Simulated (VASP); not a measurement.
Set up this calculation in VASP 6.6.1, as the native input.

```
Task                   : single point
Functional             : PBE
Potentials or basis    : VASP PAW PBE potentials, release 64 (Ta_pv)
Cutoff                 : 520 eV
k mesh                 : 9 × 9 × 9
Occupations            : fermi-dirac, width 0.05 eV
Spin                   : no spin polarisation
Dipole correction      : no
Further INCAR settings : ALGO = Normal; EDIFF = 1e-07; NBANDS = 12
```

The structure of Ta lies in POSCAR:

```
Ta
1.0
   -1.6512800000      1.6512800000      1.6843056000
    1.6512800000     -1.6512800000      1.6843056000
    1.6512800000      1.6512800000     -1.6843056000
Ta
1
Direct
    0.0000000000      0.0000000000      0.0000000000
```

One way to write it, as run:

INCAR

```
PREC     = Accurate       # precision mode
ENCUT    = 520            # plane-wave cutoff, eV
EDIFF    = 1E-7           # SCF threshold, eV
ISMEAR   = -1             # smearing method
SIGMA    = 0.05           # smearing width, eV
LREAL    = F              # projectors in reciprocal space
LASPH    = T              # aspherical terms in the spheres
NELM     = 60             # most SCF steps
ALGO     = Normal         # electronic algorithm
ISIF     = 2              # what is computed and relaxed
LWAVE    = F              # write WAVECAR
LCHARG   = F              # write CHGCAR
GGA      = PE             # functional
NBANDS   = 12             # bands
```

KPOINTS

```
Automatic mesh
0
Gamma
  9 9 9
```

Potentials or basis: VASP PAW PBE potentials, release 64 (Ta_pv).

Command:

```console
$ cat potpaw_PBE.64/Ta_pv/POTCAR > POTCAR
$ mpirun -np 1 vasp_std > vasp.out
```

Results of the run:

* Pressure: -0.3 GPa

It took 9.3 s on 1 thread of Intel(R) Xeon(R) Platinum 8259CL CPU @ 2.50GHz (Skylake/Cascade Lake), with other jobs on the host, peak memory 0.15 GiB.
